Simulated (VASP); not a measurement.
Wanted: the native input for a VASP 6.6.1 run.

- Task: single point
- Functional: PBE
- Potentials or basis: VASP PAW PBE potentials, release 64 (Ta_sv_GW, O)
- Cutoff: 600 eV
- k mesh: 4 × 4 × 4
- Occupations: gaussian, width 0.1 eV
- Spin: collinear spin, ferromagnetic start
- Starting moments: [1.0, 1.0, 1.0, 1.0, 0.0] μB
- Dipole correction: no
- Second run: valence_matched
- Further INCAR settings: ALGO = Normal; EDIFF = 1e-06; NBANDS = 41

The structure of Ta4O lies in POSCAR:

```
Ta4O
1.0
    4.3959182816      0.0000000000      0.0000000000
    0.0000000000      4.3959182816      0.0000000000
    0.0000000000      0.0000000000      4.3959182816
Ta O
4 1
Direct
    0.2637668389      0.7362331611      0.7362331611
    0.7362331611      0.2637668389      0.7362331611
    0.7362331611      0.7362331611      0.2637668389
    0.2637668389      0.2637668389      0.2637668389
    0.0000000000      0.0000000000      0.0000000000
```

These files were run (other wordings do the same):

INCAR

```
SYSTEM = Ta4O
PREC = Accurate
ENCUT = 600
EDIFF = 1E-6
ISMEAR = 0
SIGMA = 0.1
LREAL = .FALSE.
LASPH = .TRUE.
NELM = 200
ALGO = Normal
ISIF = 2
LWAVE = .FALSE.
LCHARG = .TRUE.
ISPIN = 2
MAGMOM = 1 1 1 1 0
LORBIT = 11
LMAXMIX = 4
GGA = PE
LELF = .TRUE.
LVHAR = .TRUE.
NBANDS = 41
GGA_COMPAT = .FALSE.
```

KPOINTS

```
Automatic mesh
0
G
  4 4 4
  0 0 0
```

Potentials or basis: VASP PAW PBE potentials, release 64 (Ta_sv_GW, O).

The run is started by

```console
$ cat potpaw_PBE.64/Ta_sv_GW/POTCAR potpaw_PBE.64/O/POTCAR > POTCAR
$ mpirun -np 1 vasp_std > vasp.out
```

Results of the run:

The pressure is -0.3 GPa and the largest force is 0.044 eV/Å. The band gap on the k mesh is zero (filled and empty bands overlap), the net moment is 0.00 μB per cell and the valence electrons inside the program's atomic spheres are Ta 11.63; O 5.16.

Caveat: spin-orbit coupling is left out, which moves the levels of the heavy elements.

It took 2.3 min on 1 thread of Intel(R) Xeon(R) Platinum 8259CL CPU @ 2.50GHz (Skylake/Cascade Lake) (shared host), peak memory 0.28 GiB.
